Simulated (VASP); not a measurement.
Set up this calculation in VASP 6.6.1, as the native input.

```
Task                   : electric field gradients
Functional             : r2SCAN
Potentials or basis    : VASP PAW PBE potentials, release 64 (Mn_pv, S)
Cutoff                 : 520 eV
k mesh                 : 8 × 8 × 8
Occupations            : gaussian, width 0.05 eV
Spin                   : collinear spin, antiferromagnetic start
Starting moments       : [4.73, -4.73, 0.0, 0.0] μB
Dipole correction      : no
Further INCAR settings : ALGO = Normal; EDIFF = 1e-08; NBANDS = 31
```

Crystal: MnS.

```
Mn S
1.0
    -2.56896   -2.56896    5.15808
    -5.15808   -2.56896    2.56896
    -2.56896   -5.15808    2.56896
Mn S
2 2
Cartesian
  0.0000 0.0000 0.0000
  -5.1480 -5.1480 5.1480
  2.5841 2.5841 2.5942
  -2.5639 -2.5639 7.7422
```

One way to write it, as run:

POSCAR

```
MnS
1.0
   -2.5689566571     -2.5689566571      5.1580799385
   -5.1580799385     -2.5689566571      2.5689566571
   -2.5689566571     -5.1580799385      2.5689566571
Mn S
2 2
Direct
    0.0000000000      0.0000000000      0.0000000000
    0.5000000000      0.5000000000      0.5000000000
    1.2500000000     -0.7500000000     -0.7500000000
    1.7500000000     -0.2500000000     -0.2500000000
```

INCAR.step1

```
ALGO = Normal
EDIFF = 1E-4
ENCUT = 520
GGA = PE
ISMEAR = 0
ISPIN = 2
LASPH = True
LCHARG = False
LMAXMIX = 4
LREAL = False
LWAVE = True
MAGMOM = 4.73 -4.73 0 0
NBANDS = 31
NELM = 150
PREC = Accurate
SIGMA = 0.05
```

INCAR.step2

```
ALGO = Normal
EDIFF = 1E-8
ENCUT = 520
ISIF = 2
ISMEAR = 0
ISPIN = 2
ISTART = 1
LASPH = True
LCHARG = False
LEFG = True
LMAXMIX = 4
LMIXTAU = True
LORBIT = 11
LREAL = False
LWAVE = False
MAGMOM = 4.73 -4.73 0 0
METAGGA = R2SCAN
NBANDS = 31
NELM = 150
PREC = Accurate
SIGMA = 0.05
```

KPOINTS

```
k-points
0
Gamma
  8 8 8
```

Potentials or basis: VASP PAW PBE potentials, release 64 (Mn_pv, S).

The run is started by

```sh
$ cat potpaw_PBE.64/Mn_pv/POTCAR potpaw_PBE.64/S/POTCAR > POTCAR
$ cp INCAR.step1 INCAR
$ mpirun -np 1 vasp_std > vasp.out
$ cp INCAR.step2 INCAR
$ mpirun -np 1 vasp_std > vasp.out
```

Results of the run:

* Pressure: -0.1 GPa
* Band gap on the k mesh: 1.70 eV
* Net moment: 0.00 μB per cell
* Site moments: Mn +4.34, -4.34; S +0.00 μB
* Valence electrons inside the program's atomic spheres: Mn 11.31; S 3.79

Caveat: without QUAD_EFG the Cq values of the log hold for a quadrupole moment of 1 mb, not for the nuclei; the PAW data sets were made with another functional, which shifts forces and pressure a little.

Run time: 44 min on 1 thread of Intel Xeon 6975P-C, on a shared host, peak memory 0.59 GiB.
